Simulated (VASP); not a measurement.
# ZrB (I4mm) in VASP: a series of runs

ZrB is run at these levels: PBE; tasks: single point.

All numbers are computed with VASP 6.6.1; they aren't measurements. Logs are shortened: lines on timing, memory, paths and dates and some standing lists are left out, and cuts for length are marked.

### Step 1. The cell of the first run

The structure is tetragonal, space group I4mm (No. 107). Conventional cell: a = 3.288 Å, b = 3.288 Å, c = 4.650 Å, α = 90.00°, β = 90.00°, γ = 90.00°. Within 2.9 Å of Zr (site symmetry 4mm) lie 6 B at 2.20 to 2.45 Å. B (site symmetry 4mm) has 6 Zr at 2.20 to 2.45 Å within 2.9 Å.

### Step 2. Single point, PBE

Contents of INCAR:

```
ALGO     = Normal         # electronic algorithm
EDIFF    = 1E-6           # SCF threshold, eV
ENCUT    = 520            # plane-wave cutoff, eV
GGA      = PE             # functional
ISIF     = 2              # what is computed and relaxed
ISMEAR   = 0              # smearing method
LASPH    = T              # aspherical terms in the spheres
LCHARG   = F              # write CHGCAR
LREAL    = F              # projectors in reciprocal space
LWAVE    = F              # write WAVECAR
NBANDS   = 14             # bands
NELM     = 80             # most SCF steps
PREC     = Accurate       # precision mode
SIGMA    = 0.15           # smearing width, eV
```

Contents of KPOINTS:

```
k-points
0
Gamma
  18 18 18
```

Contents of POSCAR:

```
ZrB
1.0
    0.0000000000      2.3250000000      2.3250000000
    2.3250000000      0.0000000000      2.3250000000
    2.3250000000      2.3250000000      0.0000000000
Zr B
1 1
Direct
    0.0000000000      0.0000000000      0.0000000000
    0.4731182796      0.4731182796      0.5268817204
```

Potentials or basis: VASP PAW PBE potentials, release 64 (Zr_sv, B).

Launch:

```sh
$ cat potpaw_PBE.64/Zr_sv/POTCAR potpaw_PBE.64/B/POTCAR > POTCAR
$ mpirun -np 1 vasp_std > vasp.out
```

OUTCAR:

```text
EDIFF = 1E-6
   ENCUT = 520
   GGA = PE
   ISIF = 2
   ISMEAR = 0
   LASPH = T
   LREAL = F
   NELM = 80
   PREC = Accurate

 ion  position               nearest neighbor table
   1  0.000  0.000  0.000-   2 2.20   2 2.33   2 2.33   2 2.33   2 2.33   2 2.45
   2  0.473  0.473  0.527-   1 2.20   1 2.33   1 2.33   1 2.33   1 2.33   1 2.45

  LATTYP: Found a face centered cubic cell.
 ALAT       =     4.6500000000

  Lattice vectors:

 A1 = (   0.0000000000,   2.3250000000,   2.3250000000)
 A2 = (   2.3250000000,   0.0000000000,   2.3250000000)
 A3 = (   2.3250000000,   2.3250000000,   0.0000000000)

Analysis of symmetry for initial positions (statically):
=====================================================================
 Subroutine PRICEL returns:
 Original cell was already a primitive cell.

 Routine SETGRP: Setting up the symmetry group for a
 face centered cubic supercell.

 Subroutine GETGRP returns: Found  8 space group operations
 (whereof  8 operations were pure point group operations)
 out of a pool of 48 trial point group operations.

The static configuration has the point symmetry C_4v.

Analysis of symmetry for dynamics (positions and initial velocities):
=====================================================================
 Subroutine PRICEL returns:
 Original cell was already a primitive cell.

 Routine SETGRP: Setting up the symmetry group for a
 face centered cubic supercell.

 Subroutine GETGRP returns: Found  8 space group operations
 (whereof  8 operations were pure point group operations)
 out of a pool of 48 trial point group operations.

The dynamic configuration has the point symmetry C_4v.

 Subroutine INISYM returns: Found  8 space group operations
 (whereof  8 operations are pure point group operations),
 and found     1 'primitive' translations

----------------------------------------------------------------------------------------

                                     Primitive cell

  volume of cell :      25.1362

  direct lattice vectors                    reciprocal lattice vectors
     0.000000000  2.325000000  2.325000000    -0.215053763  0.215053763  0.215053763
     2.325000000  0.000000000  2.325000000     0.215053763 -0.215053763  0.215053763
     2.325000000  2.325000000  0.000000000     0.215053763  0.215053763 -0.215053763

  length of vectors
     3.288046533  3.288046533  3.288046533     0.372484045  0.372484045  0.372484045

  position of ions in fractional coordinates (direct lattice)
     0.000000000  0.000000000  0.000000000
     0.473118280  0.473118280  0.526881720

  ion indices of the primitive-cell ions
   primitive index   ion index
                 1           1
                 2           2

----------------------------------------------------------------------------------------

 KPOINTS: k-points

Automatic generation of k-mesh.
 Grid dimensions read from file:
 generate k-points for:   18   18   18

 Generating k-lattice:

  Cartesian coordinates                     Fractional coordinates (reciprocal lattice)
    -0.011947431  0.011947431  0.011947431     0.055555556  0.000000000  0.000000000
     0.011947431 -0.011947431  0.011947431     0.000000000  0.055555556  0.000000000
     0.011947431  0.011947431 -0.011947431     0.000000000  0.000000000  0.055555556

  Length of vectors
     0.020693558  0.020693558  0.020693558

  Shift w.r.t. Gamma in fractional coordinates (k-lattice)
     0.000000000  0.000000000  0.000000000

 Subroutine IBZKPT returns following result:
 ===========================================

 Found    480 irreducible k-points:

 Following reciprocal coordinates:
            Coordinates               Weight
  0.000000  0.000000  0.000000      1.000000
  0.055556  0.000000  0.000000      8.000000
  0.111111  0.000000  0.000000      8.000000
  0.166667  0.000000  0.000000      8.000000
  0.222222  0.000000  0.000000      8.000000
  0.277778  0.000000  0.000000      8.000000
[... 16 lines left out ...]
  0.388889  0.055556  0.000000      8.000000
  0.000000  0.388889  0.055556     16.000000
 [... further k-points ...]
   k-points           NKPTS =    480   k-points in BZ     NKDIM =    480   number of bands    NBANDS=     14
   number of dos      NEDOS =    301   number of ions     NIONS =      2
   total plane-waves  NPLWV =  13824
   dimension x,y,z NGX =    24 NGY =   24 NGZ =   24
   dimension x,y,z NGXF=    48 NGYF=   48 NGZF=   48
   ions per type =               1   1
   NGX,Y,Z   is equivalent  to a cutoff of  12.13, 12.13, 12.13 a.u.
   NGXF,Y,Z  is equivalent  to a cutoff of  24.27, 24.27, 24.27 a.u.
 SYSTEM =  unknown system
   PREC   = accura    normal or accurate (medium, high low for compatibility)
   ISTART =      0    job   : 0-new  1-cont  2-samecut
   ICHARG =      2    charge: 1-file 2-atom 10-const
   ISPIN  =      1    spin polarized calculation?
   LNONCOLLINEAR =      F non collinear calculations
   LSORBIT =      F    spin-orbit coupling
   LASPH  =      T    aspherical Exc in radial PAW
   ENCUT  =  520.0 eV  38.22 Ry    6.18 a.u.   6.11  6.11  6.11*2*pi/ulx,y,z
   NELM   =     80;   NELMIN=  2; NELMDL= -5     # of ELM steps
   EDIFF  = 0.1E-05   stopping-criterion for ELM
   LREAL  =      F    real-space projection
   EDIFFG = 0.1E-04   stopping-criterion for IOM
   NSW    =      0    number of steps for IOM
   IBRION =     -1    ionic relax: 0-MD 1-quasi-New 2-CG
   NFREE  =      0    steps in history (QN), initial steepest desc. (CG)
   ISIF   =      2    stress and relaxation
   ISYM   =      2    0-nonsym 1-usesym 2-fastsym
   POTIM  = 0.5000    time-step for ionic-motion
   TEBEG  =    0.0;   TEEND  =   0.0 temperature during run
   PSTRESS=    0.0 pullay stress
   NELECT =      15.0000    total number of electrons
   NUPDOWN=      -1.0000    fix difference up-down
   EMIN   =  10.00;   EMAX   =-10.00  energy-range for DOS
   EFERMI =   0.00;   METHOD = LEGACY
   ISMEAR =     0;   SIGMA  =   0.15  broadening in eV -4-tet -1-fermi 0-gaus
   EFERMI_NEDOS =   21; number of points for ismear=-14 and -15
   IALGO  =     38    algorithm
   IMIX   =      4    mixing-type and parameters
     AMIX     =   0.40;   BMIX     =  1.00
     AMIX_MAG =   1.60;   BMIX_MAG =  1.00
  volume/ion in A,a.u.               =      12.57        84.81
  Fermi-wavevector in a.u.,A,eV,Ry     =   1.378285  2.604581 25.846565  1.899669
  Thomas-Fermi vector in A             =   2.503360
   LORBIT       =      0    0 simple, 1 ext, 2 COOP (PROOUT), +10 PAW based schemes
   GGA     = PE    functional components
   LHFCALC =     F    Hartree Fock is set to
   AEXX    =    0.0000 exact exchange contribution
   IVDW    =     0    specifies the selected vdW correction
   LEPSILON=     F    determine dielectric tensor
   LRPA    =     F    only Hartree local field effects (RPA)
 non-spin polarized calculation
 Gauss-broadening in eV      SIGMA  =   0.15
  energy-cutoff  :      520.00
  volume of cell :       25.14
 maximum number of plane-waves:       700
   NGX = 13   NGY = 13   NGZ = 13

 number of electron      15.0000000 magnetization

 Free energy of the ion-electron system (eV)
  ---------------------------------------------------
  ext. energy  EPLUGINS =         0.00000000
  ---------------------------------------------------
  free energy    TOTEN  =       -15.50643307 eV

  energy without entropy =      -15.49443161  energy(sigma->0) =      -15.50043234

 E-fermi :   9.0279     XC(G=0): -12.2155

 val. band max:        9.0198488666   @ k =   0.0000  -0.2222   0.0556
 cond. band min:       9.0310042575   @ k =   0.0000  -0.1667   0.1111
 fundamental gap:      0.0111553909
 Fermi energy:         9.0278754767

 k-point     1 :       0.0000    0.0000    0.0000
  band No.  band energies     occupation
      1     -37.7623      2.00000
      2     -15.5231      2.00000
      3     -15.4976      2.00000
      4     -15.4976      2.00000
      5       0.7034      2.00000
      6      10.6869      0.00000
      7      10.6869      0.00000
      8      10.9538      0.00000
      9      11.8103      0.00000
     10      12.7298      0.00000
     11      13.1284      0.00000
     12      13.1284      0.00000
     13      13.8508      0.00000
     14      20.1257      0.00000

 k-point     2 :       0.0556    0.0000    0.0000
  band No.  band energies     occupation
      1     -37.7587      2.00000
      2     -15.5432      2.00000
      3     -15.5117      2.00000
      4     -15.5005      2.00000
      5       0.7887      2.00000
      6      10.4114      0.00000
      7      10.6420      0.00000
      8      10.9377      0.00000
      9      11.6258      0.00000
     10      12.0832      0.00000
     11      13.0833      0.00000
     12      13.9863      0.00000
     13      14.4082      0.00000
     14      20.3368      0.00000

 k-point     3 :       0.1111    0.0000    0.0000
  band No.  band energies     occupation
      1     -37.7484      2.00000
      2     -15.6279      2.00000
      3     -15.5243      2.00000
      4     -15.5089      2.00000
      5       1.0377      2.00000
      6       9.8040      0.00000
      7      10.3386      0.00000
      8      10.5951      0.00000
      9      11.5261      0.00000
     10      11.7384      0.00000
     11      13.2622      0.00000
     12      15.1280      0.00000
     13      15.4178      0.00000
     14      20.9327      0.00000

 k-point     4 :       0.1667    0.0000    0.0000
  band No.  band energies     occupation
      1     -37.7325      2.00000
      2     -15.7608      2.00000
      3     -15.5378      2.00000
      4     -15.5217      2.00000
      5       1.4310      2.00000
      6       9.1010      0.49060
      7       9.7528      0.00000
      8       9.9274      0.00000
      9      11.8112      0.00000
     10      11.9031      0.00000
     11      13.5050      0.00000
     12      16.3514      0.00000
     13      16.5744      0.00000
     14      21.7661      0.00000

 k-point     5 :       0.2222    0.0000    0.0000
  band No.  band energies     occupation
      1     -37.7129      2.00000
      2     -15.9202      2.00000
      3     -15.5536      2.00000
      4     -15.5373      2.00000
      5       1.9392      2.00000
      6       8.3898      2.00000
      7       9.1418      0.28274
      8       9.2606      0.02823
      9      12.2722      0.00000
     10      12.3238      0.00000
     11      13.7597      0.00000
[... 276 lines left out ...]
 k-point    22 :       0.0000    0.3333    0.0556
  band No.  band energies     occupation
      1     -37.6765      2.00000
      2     -16.1849      2.00000
      3     -15.6006      2.00000
      4     -15.5699      2.00000
      5       2.9858      2.00000
      6       7.1668      2.00000
      7       8.2103      2.00000
      8       8.5500      1.99999
      9      12.8104      0.00000
     10      13.6533      0.00000
     11      14.5643      0.00000
     12      19.1379      0.00000
     13      20.1786      0.00000
     14      21.0547      0.00000

 k-point    23 :       0.3889    0.0556    0.0000
  band No.  band energies     occupation
      1     -37.6591      2.00000
      2     -16.3168      2.00000
      3     -15.6003      2.00000
      4     -15.5966      2.00000
      5       3.6199      2.00000
      6       6.5400      2.00000
      7       7.9489      2.00000
      8       8.1037      2.00000
      9      13.4416      0.00000
     10      14.2626      0.00000
     11      15.1001      0.00000
     12      19.4844      0.00000
     13      20.0539      0.00000
     14      21.6700      0.00000

 k-point    24 :       0.0000    0.3889    0.0556
  band No.  band energies     occupation
      1     -37.6591      2.00000
      2     -16.3147      2.00000
      3     -15.6115      2.00000
      4     -15.5871      2.00000
      5       3.6163      2.00000
      6       6.5398      2.00000
      7       7.9073      2.00000
      8       8.1585      2.00000
      9      13.4333      0.00000
     10      14.2309      0.00000
     11      15.0806      0.00000
     12      19.5248      0.00000
     13      20.2804      0.00000
     14      21.4157      0.00000

 [... further k-points ...]

------------------------ aborting loop because EDIFF is reached ----------------------------------------

  FORCE on cell =-STRESS in cart. coord.  units (eV):
  Direction    XX          YY          ZZ          XY          YZ          ZX
  --------------------------------------------------------------------------------------
  -------------------------------------------------------------------------------------
  Total        5.3974501      5.3974501      6.0971001      0.0000000     -0.0000000     -0.0000000
  in kB      344.0331945    344.0331945    388.6288516      0.0000000     -0.0000000     -0.0000000
  external PRESSURE =     358.8984135 kB  Pullay stress =       0.0000000 kB

 VOLUME and BASIS-vectors are now :
 -----------------------------------------------------------------------------
  energy-cutoff  :      520.00
  volume of cell :       25.14
      direct lattice vectors                 reciprocal lattice vectors
     0.000000000  2.325000000  2.325000000    -0.215053763  0.215053763  0.215053763
     2.325000000  0.000000000  2.325000000     0.215053763 -0.215053763  0.215053763
     2.325000000  2.325000000  0.000000000     0.215053763  0.215053763 -0.215053763

 POSITION                                       TOTAL-FORCE (eV/Angst)
 -----------------------------------------------------------------------------------
      0.00000      0.00000      0.00000         0.000000      0.000000     -1.349893
      2.32500      2.32500      2.20000         0.000000      0.000000      1.349893
 -----------------------------------------------------------------------------------
    total drift:                                0.000000      0.000000      0.000040

  FREE ENERGIE OF THE ION-ELECTRON SYSTEM (eV)
  ---------------------------------------------------
  free  energy   TOTEN  =       -15.5064330734 eV

  energy  without entropy=      -15.4944316127  energy(sigma->0) =      -15.50043234
```

It took 2.8 min on 1 thread of Intel Xeon 8259CL, shared host; peak memory 0.29 GiB.

Results:

```yaml
Free_energy: -15.5064 eV
Pressure: 35.9 GPa
Largest_force: 1.350 eV/Å
```

Forces in eV/Å, atoms in the order of the input:
```
Zr   0.000  0.000 -1.350
B    0.000  0.000  1.350
```

Levels at points of the mesh, in eV from the Fermi level:
| k point | band 4 | band 5 | band 6 | band 7 | band 8 | band 9 | band 10 | band 11 | band 12 | band 13 |
| --- | --- | --- | --- | --- | --- | --- | --- | --- | --- | --- |
| (0.00, 0.00, 0.00) | -24.53 | -8.32 | 1.66 | 1.66 | 1.93 | 2.78 | 3.70 | 4.10 | 4.10 | 4.82 |
| (0.50, 0.00, 0.00) | -24.62 | -4.24 | -3.58 | -1.41 | -1.39 | 5.72 | 5.77 | 7.34 | 8.17 | 12.65 |
| (0.50, 0.50, 0.00) | -24.86 | -6.48 | -1.13 | -0.25 | 2.54 | 2.54 | 5.49 | 6.91 | 6.91 | 10.23 |
| (0.00, 0.50, 0.50) | -24.86 | -6.48 | -1.29 | -0.31 | 2.47 | 2.73 | 5.59 | 6.91 | 6.92 | 10.68 |

Caveat: the cell differs from its parent crystal (all B atoms moved +0.125 Å, as atom 2 towards its neighbour atom 1 (Zr) at 2.325 Å); forces of over 1 eV/Å act on the atoms, so gaps and moduli don't describe the material at rest.

(Part 1 of 2 ends here.)
